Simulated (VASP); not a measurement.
A run of VASP 6.6.1 is set up as follows.

Contents of INCAR:

```
SYSTEM = I
PREC = Accurate
ENCUT = 520
EDIFF = 1E-6
ISMEAR = -1
SIGMA = 0.08
LREAL = .FALSE.
LASPH = .TRUE.
NELM = 80
ALGO = Normal
ISIF = 2
LWAVE = .FALSE.
LCHARG = .TRUE.
LELF = .TRUE.
LVHAR = .TRUE.
NBANDS = 10
```

The input KPOINTS:

```
Automatic mesh
0
G
  13 13 13
  0 0 0
```

File POSCAR:

```
I
1.0
   -1.8525291120      1.8525291120      1.8525291120
    1.8525291120     -1.8525291120      1.8525291120
    1.8525291120      1.8525291120     -1.8525291120
I
1
Direct
    0.0000000000      0.0000000000      0.0000000000
```

Potentials or basis: VASP PAW LDA potentials, release 64 (I).

Command:

```sh
$ cat potpaw_LDA.64/I/POTCAR > POTCAR
$ mpirun -np 1 vasp_std > vasp.out
```

Question: What does it give for the band gap on the k mesh?

Answer: Zero (an odd number of electrons rules out a gap without spin polarisation).

Question: Predict the pressure.

Answer: 14.5 GPa.

Caveat: the cell stands under pressure; spin-orbit coupling is left out, which moves the levels of the heavy elements; an odd number of electrons without spin polarisation forces a metal; a magnetic or distorted state may lie lower.
